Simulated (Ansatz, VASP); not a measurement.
# Two plane-wave programs on ZnSe

```
Zn Se
1.0
     0.00000    2.83242    2.83242
     2.78796    0.00000    2.83242
     2.78796    2.83242    0.00000
Zn Se
1 1
Direct
  0.00000 0.00000 0.00000
  0.25000 0.25000 0.25000
```

Change from the starting cell: uniaxial_x strain -1.6%.

Alike in both runs: task single point; functional r2SCAN; k mesh 8 × 8 × 8; no spin polarisation.

|  | VASP | Ansatz |
| --- | --- | --- |
| version | VASP 6.6.1 | Ansatz 0.2.0 |
| potentials or method | VASP PAW PBE potentials, release 64 (Zn, Se) | plane waves, PAW |
| plane-wave cutoff (eV) | 520 | 500 |
| occupations | gaussian, width 0.01 eV | fixed |
| valence electrons in the cell | 18 | 28 |

Ansatz gave:

```
gap on the k mesh at the Fermi level (eV)                     : 1.90
pressure (GPa)                                                : 1.1
traceless stress, the component that is largest in VASP (GPa) : 0.38
```

Question: Which values does VASP return?

Answer: gap on the k mesh at the Fermi level (eV): 1.90; pressure (GPa): 1.2; traceless stress, the component that is largest in VASP (GPa): 0.40.

VASP's potentials were made for PBE, not for r2SCAN. VASP's potentials hold 18 valence electrons a cell and Ansatz's 28, so a difference there can come from the potentials and not from the codes.
